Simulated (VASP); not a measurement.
Mo:

```xyz
1
Lattice="-1.5734 1.5734 1.5734 1.5734 -1.5734 1.5734 1.5734 1.5734 -1.5734" Properties=species:S:1:pos:R:3 pbc="T T T"
Mo    0.0000    0.0000    0.0000
```

```yaml
Program: VASP 6.6.1
Task: relaxation of volume and atoms at fixed shape
Functional: PBE
Potentials_or_basis: VASP PAW PBE potentials, release 64 (Mo_sv)
Cutoff: 600 eV
k_mesh: 11 × 11 × 11
Occupations: gaussian, width 0.05 eV
Spin: no spin polarisation
```

At the start: pressure 4.1 GPa; volume 15.58 Å³/atom.

**Question.** Where does the relaxation end?

**Answer.** Over 3 steps the energy falls by 3.1 meV/atom and the volume is 15.84 Å³/atom (+1.6 %); space group Im-3m (No. 229, to 0.05 Å).

The path:
```csv
step,energy change (eV),largest force (eV/Å),pressure (GPa),volume (Å³)
1,0.0000,0.0000,4.08,15.58
2,0.0167,0.0000,-9.32,16.49
3,-0.0031,0.0000,-0.02,15.84
```

Final structure:
```
Mo
1.0
    -1.58196    1.58196    1.58196
     1.58196   -1.58196    1.58196
     1.58196    1.58196   -1.58196
Mo
1
Direct
  0.00000 0.00000 0.00000
```
